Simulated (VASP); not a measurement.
Runs of VASP 6.6.1 on FeP3. The structure is that of space group Pm-3m (No. 221), or close to it. The cells are those of the table. 

```csv
task,cell,k mesh,cutoff (eV),gap on the mesh (eV),pressure (GPa),moment (μB)
single point,"a = 3.750 Å, 4 atoms",4 × 4 × 4,520,none,0.0,1.12
relaxation of cell and atoms,"relaxed from a = 3.940 Å, 4 atoms",4 × 4 × 4,600,none,0.2,1.12
single point,"a = 3.940 Å, 4 atoms",4 × 4 × 4,520,none,-10.6,(b)
single point,"a = 3.763 Å, 4 atoms",12 × 12 × 12,520,none,(a),1.82
```

Alike in all rows: level PBE; potentials or basis VASP PAW PBE potentials, release 64 (Fe, P); spin collinear, ferromagnetic start; smearing gaussian 0.1 eV.

Question: Estimate the missing entries.

Answer: (a) -0.1; (b) 1.71.

Caveats: some runs use coarse meshes; a cell with one magnetic atom can't hold antiferromagnetic order, which such compounds often take.

A gap of «none» marks levels without a gap at the run's occupations.
